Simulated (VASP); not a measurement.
Crystal: Ti3Al.

```xyz
4
Lattice="0.0000 3.0522 3.0522 3.0522 0.0000 3.0522 3.0522 3.0522 0.0000" Properties=species:S:1:pos:R:3 pbc="T T T"
Ti    4.5783    4.5783    4.5783
Ti    1.5261    1.5261    1.5261
Ti    0.0000    0.0000    0.0000
Al    3.0522    3.0522    3.0522
```

Base run:

```yaml
Program: VASP 6.6.1
Functional: PBEsol
Potentials_or_basis: VASP PAW PBE potentials, release 64 (Ti_sv, Al)
Cutoff: 520 eV
k_mesh: 12 × 12 × 12
Occupations: gaussian, width 0.15 eV
Spin: collinear spin, ferromagnetic start
Starting_moments: "[0.8, 0.8, 0.8, 0.0] μB"
Fixed_moment: 2.4 μB
```

Its results: pressure 21.2 GPa; site moments Ti +0.41, +1.01; Al -0.01 μB.

Q: The run is repeated on the same cell with these changes: fixed moment from 2.4 μB to 0.3 μB; moments at the start from [0.8, 0.8, 0.8, 0.0] to [0.1, 0.1, 0.1, 0.0]. What comes out?

A: Pressure 19.2 GPa; site moments Ti +0.03, +0.18; Al -0.00 μB.

Caveats: the PAW data sets were made with another functional, which shifts forces and pressure a little; the total moment is fixed, so each spin has its own Fermi level.
